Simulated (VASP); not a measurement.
The system is Os.

```
Os
1.0
     0.00000    1.94500    1.94500
     1.94500    0.00000    1.94500
     1.94500    1.94500    0.00000
Os
1
Direct
  0.00000 0.00000 0.00000
```

Base run:

| Quantity | Value |
| --- | --- |
| Program | VASP 6.6.1 |
| Functional | r2SCAN |
| Potentials or basis | VASP PAW PBE potentials, release 64 (Os) |
| Cutoff | 520 eV |
| k mesh | 14 × 14 × 14 |
| Occupations | fermi-dirac, width 0.03 eV |
| Spin | no spin polarisation |

Its results: band gap on the k mesh zero (band 4 reaches 10.69 eV, above the bottom of band 5 at 7.10 eV); pressure -16.2 GPa.

Task: The run is repeated on the same cell with these changes: functional from r2SCAN to PBEsol. What comes out?

Result: Band gap on the k mesh zero (band 4 reaches 10.67 eV, above the bottom of band 5 at 7.19 eV); pressure -20.0 GPa.

Caveats: the PAW data sets were made with another functional, which shifts forces and pressure a little; spin-orbit coupling is left out, which moves the levels of the heavy elements.
